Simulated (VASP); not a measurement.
# MoS (F-43m) in VASP: single point with PBE

Aim: the single point of MoS with PBE.

Everything below comes from runs of VASP 6.6.1. Logs are shortened: lines on timing, memory, paths and dates and some standing lists are left out, and cuts for length are marked.

## Step 1: The cell of the first run

It takes space group F-43m (No. 216, cubic). The conventional cell has a = 5.334 Å, b = 5.334 Å, c = 5.334 Å, α = 90.00°, β = 90.00°, γ = 90.00°. Within 3.1 Å of Mo (site symmetry -43m) lie 4 S at 2.31 Å. S (site symmetry -43m) has 4 Mo at 2.31 Å within 3.1 Å.

## Step 2: Single point, PBE, collinear spin

Input file INCAR:

```
PREC = Accurate
ENCUT = 500
EDIFF = 1E-6
ISMEAR = 0
SIGMA = 0.1
LREAL = False
LASPH = True
NELM = 200
ALGO = Normal
ISIF = 2
LWAVE = False
LCHARG = False
ISPIN = 2
MAGMOM = 2 -2 0 0
LORBIT = 11
LMAXMIX = 4
GGA = PE
NBANDS = 32
GGA_COMPAT = False
```

Input file KPOINTS:

```
Automatic mesh
0
Gamma
  14 14 7
```

Input file POSCAR:

```
MoS
1.0
    0.0000000000      2.6672146122      2.6672146122
    2.6672146122      0.0000000000      2.6672146122
    5.3344292244      5.3344292244      0.0000000000
Mo S
2 2
Direct
    0.0000000000      0.0000000000      0.0000000000
    0.0000000000      0.0000000000      0.5000000000
    0.2500000000      0.2500000000      0.1250000000
    0.2500000000      0.2500000000      0.6250000000
```

Potentials or basis: VASP PAW PBE potentials, release 64 (Mo_sv, S).

Run with:

```
$ cat potpaw_PBE.64/Mo_sv/POTCAR potpaw_PBE.64/S/POTCAR > POTCAR
$ mpirun -np 1 vasp_std > vasp.out
```

OUTCAR:

```text
PREC = Accurate
   ENCUT = 500
   EDIFF = 1E-6
   ISMEAR = 0
   LREAL = False
   LASPH = True
   NELM = 200
   ISIF = 2
   ISPIN = 2
   LORBIT = 11
   GGA = PE

 ion  position               nearest neighbor table
   1  0.000  0.000  0.000-   4 2.31   3 2.31   3 2.31   3 2.31
   2  0.000  0.000  0.500-   3 2.31   4 2.31   4 2.31   4 2.31
   3  0.250  0.250  0.125-   1 2.31   1 2.31   2 2.31   1 2.31
   4  0.250  0.250  0.625-   2 2.31   2 2.31   1 2.31   2 2.31

  LATTYP: Found a trigonal (rhomboedric) cell.
 ALAT       =     6.5333148344
 COS(alpha) =     0.8333333333

  Lattice vectors:

 A1 = (   5.3344292244,   2.6672146122,  -2.6672146122)
 A2 = (   2.6672146122,   2.6672146122,  -5.3344292244)
 A3 = (   2.6672146122,   5.3344292244,  -2.6672146122)

Analysis of symmetry for initial positions (statically):
=====================================================================
 Subroutine PRICEL returns following result:

  LATTYP: Found a face centered cubic cell.
 ALAT       =     5.3344292244
[... 12 lines left out ...]
 Subroutine GETGRP returns: Found  6 space group operations
 (whereof  6 operations were pure point group operations)
 out of a pool of 12 trial point group operations.

The static configuration has the point symmetry C_3v.

Analysis of symmetry for dynamics (positions and initial velocities):
=====================================================================
 Subroutine PRICEL returns following result:

  LATTYP: Found a face centered cubic cell.
 ALAT       =     5.3344292244
[... 12 lines left out ...]
 Subroutine GETGRP returns: Found  6 space group operations
 (whereof  6 operations were pure point group operations)
 out of a pool of 12 trial point group operations.

The dynamic configuration has the point symmetry C_3v.

Analysis of structural, dynamic, and magnetic symmetry:
=====================================================================
 Subroutine PRICEL returns following result:

  LATTYP: Found a face centered cubic cell.
 ALAT       =     5.3344292244
[... 12 lines left out ...]
 Subroutine GETGRP returns: Found  6 space group operations
 (whereof  6 operations were pure point group operations)
 out of a pool of 12 trial point group operations.

The overall configuration has the point symmetry C_3v.

 Subroutine INISYM returns: Found  6 space group operations
 (whereof  6 operations are pure point group operations),
 and found     2 'primitive' translations

----------------------------------------------------------------------------------------

[... 135 lines left out ...]
   LORBIT       =     11    0 simple, 1 ext, 2 COOP (PROOUT), +10 PAW based schemes
   GGA     = PE    functional components
   LHFCALC =     F    Hartree Fock is set to
   AEXX    =    0.0000 exact exchange contribution
   IVDW    =     0    specifies the selected vdW correction
   LEPSILON=     F    determine dielectric tensor
   LRPA    =     F    only Hartree local field effects (RPA)
 spin polarized calculation
 Gauss-broadening in eV      SIGMA  =   0.10
  energy-cutoff  :      500.00
  volume of cell :       75.90
 maximum number of plane-waves:      1946
   NGX = 13   NGY = 13   NGZ = 27

 number of electron      39.9999996 magnetization      -0.0000000

 number of electron      39.9999996 magnetization       0.0000000

 Free energy of the ion-electron system (eV)
  ---------------------------------------------------
  ext. energy  EPLUGINS =         0.00000000
  ---------------------------------------------------
  free energy    TOTEN  =       -30.05112000 eV

  energy without entropy =      -30.03110432  energy(sigma->0) =      -30.04111216

 E-fermi :   8.0612     XC(G=0): -10.8784

 val. band max:        8.0391937199   @ k =   0.4286   0.3571   0.2857
 cond. band min:       8.0615960363   @ k =   0.2857   0.0000   0.1429
 fundamental gap:      0.0224023164
 Fermi energy:         8.0611888842

 spin component 1

 k-point     1 :       0.0000    0.0000    0.0000
  band No.  band energies     occupation
      1     -52.8002      1.00000
      2     -52.7939      1.00000
      3     -27.0582      1.00000
      4     -26.9653      1.00000
      5     -26.9653      1.00000
      6     -26.9498      1.00000
[... 829 lines left out ...]
     31      16.3778      0.00000
     32      16.4799      0.00000

 [... further k-points ...]

 spin component 2

 k-point     1 :       0.0000    0.0000    0.0000
  band No.  band energies     occupation
      1     -52.8002      1.00000
      2     -52.7939      1.00000
      3     -27.0582      1.00000
      4     -26.9653      1.00000
      5     -26.9653      1.00000
      6     -26.9498      1.00000
[... 829 lines left out ...]
     31      16.3778      0.00000
     32      16.4799      0.00000

 [... further k-points ...]
[... 5 lines left out ...]
  --------------------------------------------------------------------------------------
  -------------------------------------------------------------------------------------
  Total       -0.0015352     -0.0015352     -0.0015352     -0.0000876      0.0000876      0.0000876
  in kB       -0.0324064     -0.0324064     -0.0324064     -0.0018484      0.0018484      0.0018484
  external PRESSURE =      -0.0324064 kB  Pullay stress =       0.0000000 kB

 VOLUME and BASIS-vectors are now :
 -----------------------------------------------------------------------------
  energy-cutoff  :      500.00
  volume of cell :       75.90
      direct lattice vectors                 reciprocal lattice vectors
     0.000000000  2.667214612  2.667214612    -0.187461480  0.187461480  0.187461480
     2.667214612  0.000000000  2.667214612     0.187461480 -0.187461480  0.187461480
     5.334429224  5.334429224  0.000000000     0.093730740  0.093730740 -0.093730740

 POSITION                                       TOTAL-FORCE (eV/Angst)
 -----------------------------------------------------------------------------------
      0.00000      0.00000      0.00000        -0.000003     -0.000003      0.000003
      2.66721      2.66721      0.00000        -0.000003     -0.000003      0.000003
      1.33361      1.33361      1.33361         0.000003      0.000003     -0.000003
      4.00082      4.00082      1.33361         0.000003      0.000003     -0.000003
 -----------------------------------------------------------------------------------
    total drift:                                0.000003      0.000003     -0.000004

  FREE ENERGIE OF THE ION-ELECTRON SYSTEM (eV)
  ---------------------------------------------------
  free  energy   TOTEN  =       -30.0511200034 eV

  energy  without entropy=      -30.0311043156  energy(sigma->0) =      -30.04111216

 total charge

# of ion       s       p       d       tot
------------------------------------------
    1        2.270   6.130   4.165  12.565
    2        2.270   6.130   4.165  12.565
    3        1.315   2.410   0.000   3.725
    4        1.315   2.410   0.000   3.725
--------------------------------------------------
tot          7.169  17.080   8.331  32.579

 magnetization (x)

# of ion       s       p       d       tot
------------------------------------------
    1       -0.000  -0.000  -0.000  -0.000
    2        0.000   0.000   0.000   0.000
    3        0.000   0.000   0.000   0.000
    4       -0.000  -0.000   0.000  -0.000
--------------------------------------------------
tot          0.000   0.000   0.000   0.000
```

OSZICAR:

```text
N       E                     dE             d eps       ncg     rms          rms(c)
DAV:   1     0.340949647998E+03    0.34095E+03   -0.21396E+04 19008   0.117E+03
DAV:   2    -0.178126970881E+02   -0.35876E+03   -0.34712E+03 21136   0.346E+02
DAV:   3    -0.307188750973E+02   -0.12906E+02   -0.12724E+02 23088   0.624E+01
DAV:   4    -0.308715011178E+02   -0.15263E+00   -0.15250E+00 20936   0.704E+00
DAV:   5    -0.308739606963E+02   -0.24596E-02   -0.24593E-02 24104   0.849E-01    0.274E+01
DAV:   6    -0.298581197676E+02    0.10158E+01   -0.57365E+00 19304   0.134E+01    0.111E+01
DAV:   7    -0.299901463542E+02   -0.13203E+00   -0.80150E-01 20208   0.477E+00    0.871E+00
DAV:   8    -0.300200441167E+02   -0.29898E-01   -0.95307E-02 22896   0.105E+00    0.355E+00
DAV:   9    -0.300375489796E+02   -0.17505E-01   -0.14498E-01 22136   0.104E+00    0.481E-01
DAV:  10    -0.300411362053E+02   -0.35872E-02   -0.11330E-02 22120   0.340E-01    0.367E-01
DAV:  11    -0.300468784294E+02   -0.57422E-02   -0.50143E-02 22512   0.478E-01    0.219E-01
DAV:  12    -0.300498197401E+02   -0.29413E-02   -0.34177E-02 23248   0.388E-01    0.112E-01
DAV:  13    -0.300504397053E+02   -0.61997E-03   -0.44094E-03 22528   0.154E-01    0.870E-02
DAV:  14    -0.300510796780E+02   -0.63997E-03   -0.22381E-02 22672   0.311E-01    0.678E-02
DAV:  15    -0.300511045778E+02   -0.24900E-04   -0.10188E-04 21232   0.570E-02    0.293E-02
DAV:  16    -0.300511187518E+02   -0.14174E-04   -0.86700E-04 22784   0.688E-02    0.231E-02
DAV:  17    -0.300511198598E+02   -0.11080E-05   -0.51596E-06 21344   0.154E-02    0.643E-03
DAV:  18    -0.300511200034E+02   -0.14359E-06   -0.21125E-06 14176   0.443E-03
   1 F= -.30051120E+02 E0= -.30041112E+02  d E =-.200157E-01  mag=     0.0000
```

It took 6.3 min on 1 thread of Intel Xeon 6975P-C (Granite Rapids), shared host; peak memory 0.56 GiB.

Results:

| Item | Value |
| --- | --- |
| Free energy | -30.0511 eV |
| Pressure | 0.0 GPa |
| Band gap on the k mesh | zero (filled and empty bands overlap) |
| Net moment | 0.00 μB per cell |
| Valence electrons inside the program's atomic spheres | Mo 12.56; S 3.73 |

Levels at points of the mesh, in eV from the Fermi level:
Spin up:
| k point | band 18 | band 19 | band 20 | band 21 | band 22 | band 23 |
| --- | --- | --- | --- | --- | --- | --- |
| (0.00, 0.00, 0.00) | -0.72 | -0.24 | -0.24 | -0.04 | 1.52 | 2.37 |
| (0.50, 0.00, 0.00) | -0.24 | -0.24 | -0.04 | 0.11 | 0.46 | 0.85 |
Spin down:
```
           k point  band 16  band 17  band 18  band 19  band 20  band 21  band 22  band 23  band 24  band 25
(0.00, 0.00, 0.00)    -5.24    -0.72    -0.72    -0.24    -0.24    -0.04     1.52     2.37     2.37     4.20
(0.50, 0.00, 0.00)    -4.34    -1.82    -0.24    -0.24    -0.04     0.11     0.46     0.85     0.85     2.37
```

The gap in the log of VASP goes by the Fermi energy; the results here count the filled bands.